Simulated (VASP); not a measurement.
Na:

```
CELL_PARAMETERS angstrom
-1.88829 1.88829 2.63728
1.88829 -1.88829 2.63728
1.88829 1.88829 -2.63728
ATOMIC_POSITIONS crystal
Na 0.00000 0.00000 0.00000
```

| Quantity | Value |
| --- | --- |
| Program | VASP 6.6.1 |
| Task | relaxation of cell and atoms |
| Functional | PBEsol |
| Dispersion | D3(BJ) |
| Potentials or basis | VASP PAW PBE potentials, release 64 (Na_pv) |
| Cutoff | 600 eV |
| k mesh | 10 × 10 × 10 |
| Occupations | fermi-dirac, width 0.05 eV |
| Spin | no spin polarisation |

At the start: pressure -0.8 GPa; volume 37.61 Å³/atom.

Task: Where does the relaxation end?

Result: Over 14 steps the energy falls by 15.4 meV/atom and the volume is 32.70 Å³/atom (-13.1 %); space group I4/mmm (No. 139, to 0.05 Å).

Step by step:
| step | energy change (eV) | largest force (eV/Å) | pressure (GPa) | volume (Å³) |
| --- | --- | --- | --- | --- |
| 1 | 0.0000 | 0.0000 | -0.81 | 37.61 |
| 2 | -0.0055 | 0.0000 | -0.86 | 36.59 |
| 3 | -0.0128 | 0.0000 | -0.37 | 34.64 |
| 4 | -0.0109 | 0.0000 | 0.66 | 30.95 |
| 5 | -0.0149 | 0.0000 | -0.10 | 33.20 |
| 6 | -0.0149 | 0.0000 | 0.06 | 32.76 |
| 7 | -0.0149 | 0.0000 | -0.07 | 32.92 |
| 8 | -0.0149 | 0.0000 | 0.00 | 32.91 |
| 9 | -0.0150 | 0.0000 | 0.01 | 32.88 |
| 10 | -0.0151 | 0.0000 | 0.03 | 32.81 |
| 11 | -0.0153 | 0.0000 | 0.04 | 32.68 |
| 12 | -0.0149 | 0.0000 | 0.19 | 32.38 |
| 13 | -0.0153 | 0.0000 | 0.08 | 32.61 |
| 14 | -0.0154 | 0.0000 | 0.02 | 32.70 |

Final structure:
```
Na
1.0
    -1.82941    1.82941    2.44289
     1.82941   -1.82941    2.44289
     1.82941    1.82941   -2.44289
Na
1
Direct
  0.00000 0.00000 0.00000
```

Caveat: the PAW data sets were made with another functional, which shifts forces and pressure a little; pairwise dispersion overbinds metals, which lowers pressure and volume.
